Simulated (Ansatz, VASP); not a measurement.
Two plane-wave programs on Sn

```
Sn
1.0
    -1.83781    1.83781    1.86623
     1.83781   -1.83781    1.86623
     1.83781    1.83781   -1.86623
Sn
1
Direct
  0.00000 0.00000 0.00000
```

Change from the starting cell: strain -0.030 along x and y, -0.015 along z, atoms carried along.

Alike in both runs: task single point; functional LDA; k mesh 18 × 18 × 18; occupations gaussian, width 0.15 eV; no spin polarisation.

```csv
,VASP,Ansatz
version,VASP 6.6.1,Ansatz 0.2.0
potentials or method,"VASP PAW LDA potentials, release 64 (Sn_d), cutoff 520 eV","scalar-relativistic, plane waves, PAW"
valence electrons in the cell,14,14
```

Ansatz gave:

* gap on the k mesh at the Fermi level (eV): none
* pressure (GPa): 0.7
* traceless stress, the component that is largest in VASP (GPa): 0.34

Question: Estimate VASP's values.

Answer: gap on the k mesh at the Fermi level (eV): none; pressure (GPa): 0.8; traceless stress, the component that is largest in VASP (GPa): 0.34.

LDA's correlation is that of Perdew and Zunger in VASP and of Perdew and Wang (1992) in Ansatz. A gap of «none» marks a metal or a gap that the smearing closes.
